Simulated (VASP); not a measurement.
Runs of VASP 6.6.1 on Ge. The structure is that of space group Im-3m (No. 229), or close to it. The cells are those of the table. 

```tsv
task	cell	cutoff (eV)	gap on the mesh (eV)	pressure (GPa)
relaxation of cell and atoms	relaxed to 61 GPa from a = 2.537 Å, angles 109.5°, 1 atom	600	none	61.0
single point	a = 2.537 Å, angles 109.5°, 1 atom	520	none	(a)
relaxation of cell and atoms	relaxed to 61 GPa from a = 2.536 Å, angles 109.5°, 1 atom	600	none	61.1
single point	a = 2.536 Å, angles 109.5°, 1 atom	520	none	61.7
```

Alike in all rows: level LDA; potentials or basis VASP PAW LDA potentials, release 64 (Ge_d); no spin polarisation; k mesh 18 × 18 × 18; smearing fermi-dirac 0.08 eV.

Task: Fill in the values left out.

Result: (a) 61.6.

Caveats: the cell is relaxed towards a set pressure, so the enthalpy falls and the energy may rise (some runs).

A k mesh can miss the band edges, and the runs leave out spin-orbit coupling on Ge.

A gap of «none» marks levels without a gap at the run's occupations.
